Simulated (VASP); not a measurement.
MnO2: single point with PBEsol+U

The system is MnO2.

```
CELL_PARAMETERS angstrom
1.40913 0.81356 4.52198
-1.40913 0.81356 4.52198
0.00000 -1.62712 4.52198
ATOMIC_POSITIONS crystal
Mn 0.00000 0.00000 0.00000
O 0.26436 0.26436 0.26436
O 0.73564 0.73564 0.73564
```

| Item | Value |
| --- | --- |
| Program | VASP 6.6.1 |
| Task | single point |
| Functional | PBEsol |
| Potentials or basis | VASP PAW PBE potentials, release 64 (Mn_pv, O) |
| Cutoff | 520 eV |
| k mesh | 12 × 12 × 12 |
| Occupations | fermi-dirac, width 0.1 eV |
| Spin | collinear spin, ferromagnetic start |
| Starting moments | [4.0, 0.0, 0.0] μB |
| Hubbard terms | Mn d U = 3.5 eV |

```
Pressure                                              : 12.4 GPa
Largest force                                         : 0.762 eV/Å
Band gap on the k mesh                                : 2.08 eV, indirect (least direct gap 2.26 eV)
Net moment                                            : 3.00 μB per cell
Site moments                                          : Mn +3.06; O -0.05 μB
Valence electrons inside the program's atomic spheres : Mn 11.85; O 5.02
```

Forces in eV/Å, atoms in the order of the input:
```
Mn   0.000  0.000  0.000
O    0.000  0.000 -0.762
O    0.000  0.000  0.762
```

Stress tensor (GPa, compression positive):
```
14.30  0.00  0.00
 0.00 14.30  0.00
 0.00  0.00  8.57
```

Levels at points of the mesh, in eV from the valence-band top:
Spin up:
```tsv
k point	band 11	band 12	band 13	band 14	band 15	band 16	band 17	band 18
(0.00, 0.00, 0.00)	-0.72	-0.72	-0.67	-0.46	3.51	3.51	7.99	11.03
(0.50, 0.00, 0.00)	-2.45	-2.27	-1.63	-1.25	2.58	3.29	12.76	14.17
(0.50, 0.50, 0.00)	-2.39	-2.36	-1.45	-1.30	2.87	3.40	11.78	12.96
(0.50, 0.50, 0.50)	-1.93	-0.78	-0.78	-0.18	3.54	3.54	10.12	10.41
```
Spin down:
| k point | band 9 | band 10 | band 11 | band 12 | band 13 | band 14 |
| --- | --- | --- | --- | --- | --- | --- |
| (0.00, 0.00, 0.00) | -0.79 | -0.79 | -0.46 | 2.52 | 2.52 | 4.18 |
| (0.50, 0.00, 0.00) | -2.78 | -2.25 | -1.58 | 2.81 | 3.30 | 3.62 |
| (0.50, 0.50, 0.00) | -2.36 | -2.12 | -1.28 | 2.57 | 3.31 | 3.65 |
| (0.50, 0.50, 0.50) | -1.94 | -0.85 | -0.85 | 2.52 | 2.52 | 4.16 |

Eigenvalues of the final occupation matrices:
```csv
site,spin,trace,eigenvalues
site 1 d,1,3.98,0.54 0.54 0.96 0.96 0.96
site 1 d,2,0.99,0.09 0.10 0.10 0.35 0.35
```

Wall time 23 min on 1 thread of AMD EPYC 7R13 (shared host), peak memory 0.35 GiB.

Caveat: the PAW data sets were made with another functional, which shifts forces and pressure a little; a cell with one magnetic atom can't hold antiferromagnetic order, which such compounds often take. The state reached can hang on the start; a lower one may exist.
